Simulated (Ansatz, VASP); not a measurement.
NbH2 in VASP and in Ansatz

File INCAR:

```
PREC = Accurate
ENCUT = 520
EDIFF = 1E-8
ISMEAR = -1
SIGMA = 0.03
LREAL = F
LASPH = T
NELM = 60
ALGO = Normal
ISIF = 2
LWAVE = F
LCHARG = F
GGA = CA
LEFG = T
NBANDS = 14
```

KPOINTS

```
Automatic mesh
0
Gamma
  15 15 15
```

Contents of POSCAR:

```
NbH2
1.0
    0.0000000000      2.2506651390      2.2506651390
    2.2506651390      0.0000000000      2.2506651390
    2.2506651390      2.2506651390      0.0000000000
Nb H
1 2
Direct
    0.0000000000      0.0000000000      0.0000000000
    0.2500000000      0.2500000000      0.2500000000
    0.7500000000      0.7500000000      0.7500000000
```

Input for Ansatz:

```yaml
crystal:
  lattice:
    - [0.0, 2.250665139, 2.250665139]
    - [2.250665139, 0.0, 2.250665139]
    - [2.250665139, 2.250665139, 0.0]
  atoms:
    - { symbol: Nb, position: [0.0, 0.0, 0.0] }
    - { symbol: H, position: [0.25, 0.25, 0.25] }
    - { symbol: H, position: [0.75, 0.75, 0.75] }
kpoints:
  mp_grid: { grid: [15, 15, 15] }
scf:
  occupations: { method: fermi_dirac, width: 0.03 }
hamiltonian:
  xc: lda
  pseudopotentials: { kind: all_electron, datasets: crystal }
output:
  forces: true
  stress: true
  eigenvalues: true
  efg: { contact_densities: true }
```

Change from the starting cell: volume scaled by 0.96, crystal datasets.

Alike in both runs: task electric field gradients; functional LDA; k mesh 15 × 15 × 15; occupations fermi-dirac, width 0.03 eV; no spin polarisation.

|  | VASP | Ansatz |
| --- | --- | --- |
| version | VASP 6.6.1 | Ansatz 0.2.0 |
| potentials or method | VASP PAW LDA potentials, release 64 (Nb_sv, H), cutoff 520 eV | all-electron PAW with datasets made for the crystal, scalar-relativistic |

|  | VASP | Ansatz | Ansatz less VASP |
| --- | --- | --- | --- |
| pressure (GPa) | -1.0 | -0.8 | +0.14 |

LDA's correlation is that of Perdew and Zunger in VASP and of Perdew and Wang (1992) in Ansatz. Ansatz ran all-electron here, and VASP with PAW potentials.
